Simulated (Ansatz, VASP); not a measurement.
Two plane-wave programs on Ti

```
CELL_PARAMETERS angstrom
2.93995 0.00000 0.00000
-1.46997 2.54607 0.00000
0.00000 0.00000 4.64787
ATOMIC_POSITIONS crystal
Ti 0.33333 0.66667 0.25000
Ti 0.66667 0.33333 0.75000
```

Alike in both runs: functional PBE; k mesh 17 × 17 × 9; occupations fermi-dirac, width 0.05 eV; no spin polarisation.

Ansatz relaxed the structure, and its values are those at the end. VASP's run is a single point on that final structure, the one shown.

|  | VASP | Ansatz |
| --- | --- | --- |
| version | VASP 6.6.1 | Ansatz 0.2.0 |
| potentials or method | VASP PAW PBE potentials, release 64 (Ti_sv) | PAW with Ansatz's default frozen-core files, scalar-relativistic |
| plane-wave cutoff (eV) | 520 | 420 |
| valence electrons in the cell | 24 | 24 |

```csv
,VASP,Ansatz,Ansatz less VASP
pressure (GPa),-0.2,0.0,+0.24
```
